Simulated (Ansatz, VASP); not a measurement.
**Mo: VASP beside Ansatz**

File INCAR:

```
SYSTEM = Mo
  PREC = Accurate
  ENCUT = 520
  EDIFF = 1E-6
  ISMEAR = -1
  SIGMA = 0.08
  LREAL = .FALSE.
  LASPH = .TRUE.
  NELM = 80
  ALGO = Normal
  ISIF = 2
  LWAVE = .FALSE.
  LCHARG = .FALSE.
  GGA = PE
  NBANDS = 28
```

Contents of KPOINTS:

```
regular mesh
0
G
  9 9 12
  0 0 0
```

POSCAR

```
Mo
1.0
    4.4910743240      0.0000000000      0.0000000000
   -2.2455371620      3.8893844549      0.0000000000
    0.0000000000      0.0000000000      2.4941153217
Mo
3
Direct
    0.0000000000      0.0000000000      0.0000000000
    0.3333333333      0.6666666667      0.5000000000
    0.6666666667      0.3333333333      0.5000000000
```

Input for Ansatz:

```yaml
crystal:
  lattice:
    - [4.491074324, 0.0, 0.0]
    - [-2.245537162, 3.8893844549, 0.0]
    - [0.0, 0.0, 2.4941153217]
  atoms:
    - { symbol: Mo, position: [0.0, 0.0, 0.0] }
    - { symbol: Mo, position: [0.3333333333, 0.6666666667, 0.5] }
    - { symbol: Mo, position: [0.6666666667, 0.3333333333, 0.5] }
kpoints:
  mp_grid: { grid: [9, 9, 12] }
scf:
  occupations: { method: fermi_dirac, width: 0.08 }
hamiltonian:
  xc: pbe
  pseudopotentials: { kind: paw }
output:
  forces: true
  stress: true
  eigenvalues: true
  populations: true
```

Change from the starting cell: volume scaled by 0.9, PAW files.

Alike in both runs: task single point; functional PBE; k mesh 9 × 9 × 12; occupations fermi-dirac, width 0.08 eV; no spin polarisation.

|  | VASP | Ansatz |
| --- | --- | --- |
| version | VASP 6.6.1 | Ansatz 0.2.0 |
| potentials or method | VASP PAW PBE potentials, release 64 (Mo_sv) | PAW with Ansatz's default frozen-core files, scalar-relativistic |
| plane-wave cutoff (eV) | 520 | 420 |
| valence electrons in the cell | 42 | 42 |

```tsv
	VASP	Ansatz	Ansatz less VASP
pressure (GPa)	31.6	30.8	-0.80
traceless stress, the component that is largest in VASP (GPa)	0.21	-0.01	-0.222
```

Both programs put the cell under a high pressure, so it lies far from rest at this level. The functional is the same, so the differences come from potentials, cutoffs and numerics.
